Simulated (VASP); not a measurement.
Here is a VASP 6.6.1 calculation.

File POSCAR:

```
BeAl3
1.0
   -1.9421910000      1.9421910000      3.8518930000
    1.9421910000     -1.9421910000      3.8518930000
    1.9421910000      1.9421910000     -3.8518930000
Al Be
3 1
Direct
    0.5000000000      0.5000000000      0.0000000000
    0.2500000000      0.7500000000      0.5000000000
    0.7500000000      0.2500000000      0.5000000000
    0.0000000000      0.0000000000      0.0000000000
```

The input INCAR.step1:

```
SYSTEM = BeAl3
ALGO = Normal
EDIFF = 1E-4
ENCUT = 520
GGA = PE
ISMEAR = 0
LASPH = .TRUE.
LCHARG = .FALSE.
LREAL = .FALSE.
LWAVE = .TRUE.
NBANDS = 14
NELM = 80
PREC = Accurate
SIGMA = 0.025
```

Contents of INCAR.step2:

```
SYSTEM = BeAl3
ALGO = Normal
EDIFF = 1E-6
ENCUT = 520
ISIF = 2
ISMEAR = 0
ISTART = 1
LASPH = .TRUE.
LCHARG = .FALSE.
LMIXTAU = .TRUE.
LREAL = .FALSE.
LWAVE = .FALSE.
METAGGA = R2SCAN
NBANDS = 14
NELM = 80
PREC = Accurate
SIGMA = 0.025
```

The input KPOINTS:

```
k-points
0
G
  8 8 8
  0 0 0
```

Potentials or basis: VASP PAW PBE potentials, release 64 (Al, Be).

Command:

```bash
$ cat potpaw_PBE.64/Al/POTCAR potpaw_PBE.64/Be/POTCAR > POTCAR
$ cp INCAR.step1 INCAR
$ mpirun -np 1 vasp_std > vasp.out
$ cp INCAR.step2 INCAR
$ mpirun -np 1 vasp_std > vasp.out
```

**Question.** Predict the pressure.

**Answer.** -1.6 GPa.

**Question.** What does it give for the band gap on the k mesh?

**Answer.** Zero (an odd number of electrons rules out a gap without spin polarisation).

Stress tensor (GPa, compression positive):
```
-1.65  0.00  0.00
 0.00 -1.65  0.00
 0.00  0.00 -1.47
```

Caveat: the PAW data sets were made with another functional, which shifts forces and pressure a little.
